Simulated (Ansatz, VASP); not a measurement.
## Be: VASP beside Ansatz

File INCAR:

```
SYSTEM = Be
ALGO = Normal
EDIFF = 1E-8
ENCUT = 520
GGA = CA
ISIF = 2
ISMEAR = -1
LASPH = .TRUE.
LCHARG = .FALSE.
LEFG = .TRUE.
LREAL = .FALSE.
LWAVE = .FALSE.
NBANDS = 7
NELM = 60
PREC = Accurate
SIGMA = 0.03
```

Contents of KPOINTS:

```
k-points
0
G
  23 23 23
  0 0 0
```

Contents of POSCAR:

```
Be
1.0
   -1.2531209513      1.2531209513      1.2531209513
    1.2531209513     -1.2531209513      1.2531209513
    1.2531209513      1.2531209513     -1.2531209513
Be
1
Direct
    0.0000000000      0.0000000000      0.0000000000
```

Input for Ansatz:

```yaml
crystal:
  lattice:
    - [-1.2531209513, 1.2531209513, 1.2531209513]
    - [1.2531209513, -1.2531209513, 1.2531209513]
    - [1.2531209513, 1.2531209513, -1.2531209513]
  atoms:
    - { symbol: Be, position: [0.0, 0.0, 0.0] }
kpoints:
  mp_grid: { grid: [23, 23, 23] }
  band_path:
    path:
      - [0.0, 0.0, 0.0]
      - [0.5, -0.5, 0.5]
      - [0.0, 0.0, 0.5]
      - [0.0, 0.0, 0.0]
      - [0.25, 0.25, 0.25]
      - [0.5, -0.5, 0.5]
      - [0.25, 0.25, 0.25]
      - [0.0, 0.0, 0.5]
    npoints: 5
scf:
  occupations: { method: fermi_dirac, width: 0.03 }
hamiltonian:
  xc: lda
  pseudopotentials: { kind: paw }
output:
  forces: true
  stress: true
  eigenvalues: true
  efg: { contact_densities: true }
```

Alike in both runs: task electric field gradients; functional LDA; k mesh 23 × 23 × 23; occupations fermi-dirac, width 0.03 eV; no spin polarisation.

```csv
,VASP,Ansatz
version,VASP 6.6.1,Ansatz 0.2.0
potentials or method,"VASP PAW LDA potentials, release 64 (Be)","PAW with Ansatz's default frozen-core files, scalar-relativistic"
plane-wave cutoff (eV),520,420
valence electrons in the cell,2,2
```

Ansatz gave:

```
pressure (GPa) : -6.6
```

Which values does VASP return?

Pressure (GPa): -6.2.

LDA's correlation is that of Perdew and Zunger in VASP and of Perdew and Wang (1992) in Ansatz.
